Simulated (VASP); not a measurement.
Ca3P, 4 atoms in the cell. The structure is cubic, space group Pm-3m (No. 221). Conventional cell: a = 4.762 Å, b = 4.762 Å, c = 4.762 Å, α = 90.00°, β = 90.00°, γ = 90.00°. Within 4.4 Å of Ca (site symmetry 4/mmm) lie 8 Ca at 3.37 Å and 4 P at 3.37 Å. P (site symmetry m-3m) has 12 Ca at 3.37 Å within 4.4 Å. 

| Item | Value |
| --- | --- |
| Program | VASP 6.6.1 |
| Task | relaxation of cell and atoms |
| Functional | PBE |
| Potentials or basis | VASP PAW PBE potentials, release 64 (Ca_sv, P) |
| Cutoff | 600 eV |
| k mesh | 10 × 10 × 10 |
| Occupations | gaussian, width 0.1 eV |
| Spin | no spin polarisation |
| Dipole correction | no |
| Further INCAR settings | ALGO = Normal; EDIFF = 1e-07; IBRION = 2; EDIFFG = -0.01; NSW = 100; ISIF = 3 |

Potentials or basis: VASP PAW PBE potentials, release 64 (Ca_sv, P).

The run is started by

```bash
$ cat potpaw_PBE.64/Ca_sv/POTCAR potpaw_PBE.64/P/POTCAR > POTCAR
$ mpirun -np 1 vasp_std > vasp.out
```

Hardware: 1 thread of Intel(R) Xeon(R) Platinum 8559C (Emerald Rapids), with other jobs on the host.

**Question.** Estimate the wall time of this run.

**Answer.** Run time: 2.2 min on 1 thread of Intel(R) Xeon(R) Platinum 8559C (Emerald Rapids), with other jobs on the host, peak memory 0.33 GiB. Counts: scf iterations 22, k points 56, ion steps 2.
